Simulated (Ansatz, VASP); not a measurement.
Two plane-wave programs on BaS

```
Ba S
1.0
     4.36529    0.00000    0.00000
    -2.18265    3.78046    0.00000
     0.00000    0.00000    3.97807
Ba S
1 1
Direct
  0.00000 0.00000 0.00000
  0.66667 0.33333 0.50000
```

Alike in both runs: task single point; functional PBEsol; k mesh 10 × 10 × 8; occupations gaussian, width 0.05 eV; no spin polarisation.

```csv
,VASP,Ansatz
version,VASP 6.6.1,Ansatz 0.2.0
potentials or method,"VASP PAW PBE potentials, release 64 (Ba_sv, S), cutoff 520 eV","scalar-relativistic, plane waves, PAW"
valence electrons in the cell,16,16
```

Ansatz gave:

```
gap on the k mesh at the Fermi level (eV)                     : 1.92
least direct gap on the mesh (eV)                             : 1.92
pressure (GPa)                                                : -1.9
traceless stress, the component that is largest in VASP (GPa) : -0.23
```

Problem. Estimate VASP's values.

Solution. gap on the k mesh at the Fermi level (eV): 1.85; least direct gap on the mesh (eV): 1.85; pressure (GPa): -1.3; traceless stress, the component that is largest in VASP (GPa): -0.13.

VASP's potentials were made for PBE, not for PBEsol.

Neither program's run includes spin-orbit coupling.
